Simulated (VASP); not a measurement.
Wanted: the native input for a VASP 6.6.1 run.

```
Task                   : single point
Functional             : r2SCAN
Potentials or basis    : VASP PAW PBE potentials, release 64 (Cu, I)
Cutoff                 : 520 eV
k mesh                 : 6 × 6 × 4
Occupations            : gaussian, width 0.01 eV
Spin                   : no spin polarisation
Dipole correction      : no
Further INCAR settings : ALGO = Normal; EDIFF = 1e-07; NBANDS = 26
```

The system is CuI.

```
Cu I
1.0
     4.14734    0.00000    0.00000
    -2.07367    3.59170    0.00000
     0.00000    0.00000    6.33636
Cu I
2 2
Direct
  0.00000 0.00000 0.00000
  0.00000 0.00000 0.50000
  0.33333 0.66667 0.25000
  0.66667 0.33333 0.75000
```

One way to write it, as run:

POSCAR

```
CuI
1.0
    4.1473371297      0.0000000000      0.0000000000
   -2.0736685648      3.5916993124      0.0000000000
    0.0000000000      0.0000000000      6.3363560909
Cu I
2 2
Direct
    0.0000000000      0.0000000000      0.0000000000
    0.0000000000      0.0000000000      0.5000000000
    0.3333333333      0.6666666667      0.2500000000
    0.6666666667      0.3333333333      0.7500000000
```

INCAR.step1

```
ALGO = Normal
EDIFF = 1E-4
ENCUT = 520
GGA = PE
ISMEAR = 0
LASPH = True
LCHARG = False
LREAL = False
LWAVE = True
NBANDS = 26
NELM = 60
PREC = Accurate
SIGMA = 0.01
```

INCAR.step2

```
ALGO = Normal
EDIFF = 1E-7
ENCUT = 520
ISIF = 2
ISMEAR = 0
ISTART = 1
LASPH = True
LCHARG = False
LMIXTAU = True
LREAL = False
LWAVE = False
METAGGA = R2SCAN
NBANDS = 26
NELM = 60
PREC = Accurate
SIGMA = 0.01
```

KPOINTS

```
k-points
0
Gamma
  6 6 4
```

Potentials or basis: VASP PAW PBE potentials, release 64 (Cu, I).

Command:

```console
$ cat potpaw_PBE.64/Cu/POTCAR potpaw_PBE.64/I/POTCAR > POTCAR
$ cp INCAR.step1 INCAR
$ mpirun -np 1 vasp_std > vasp.out
$ cp INCAR.step2 INCAR
$ mpirun -np 1 vasp_std > vasp.out
```

Results of the run:

The pressure is 0.0 GPa and the band gap on the k mesh is 0.83 eV (least direct gap 1.30 eV).

Caveat: the PAW data sets were made with another functional, which shifts forces and pressure a little; spin-orbit coupling is left out, which moves the levels of the heavy elements.

Run time: 3.6 min on 1 thread of AMD EPYC 7R43 64-Core Processor (Zen 3), with other jobs on the host, peak memory 0.21 GiB.
